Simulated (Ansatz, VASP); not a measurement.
**Two plane-wave programs on Ga**

```
Ga
1.0
     1.52250   -4.26825    0.00000
     1.52250    4.26825    0.00000
     0.00000    0.00000    3.17000
Ga
2
Cartesian
  1.5225 -3.1329 0.7925
  1.5225 3.1329 2.3775
```

Change from the starting cell: strain +0.050 along x and y, +0.000 along z, atoms carried along.

Alike in both runs: task single point; functional PBEsol; k mesh 18 × 18 × 16; occupations gaussian, width 0.15 eV; no spin polarisation.

|  | VASP | Ansatz |
| --- | --- | --- |
| version | VASP 6.6.1 | Ansatz 0.2.0 |
| potentials or method | VASP PAW PBE potentials, release 64 (Ga_d), cutoff 520 eV | scalar-relativistic, plane waves, PAW |
| valence electrons in the cell | 26 | 26 |

```csv
,VASP,Ansatz,Ansatz less VASP
gap on the k mesh at the Fermi level (eV),none,none,-
pressure (GPa),-5.4,-5.4,-0.03
"traceless stress, the component that is largest in VASP (GPa)",-1.59,-1.59,+0.003
rms of the force components (eV/Å),0.093,0.093,-0.0002
```

VASP's potentials were made for PBE, not for PBEsol. Atom by atom the forces differ by 0.000 eV/Å (rms over components). A gap of «none» marks a metal or a gap that the smearing closes.
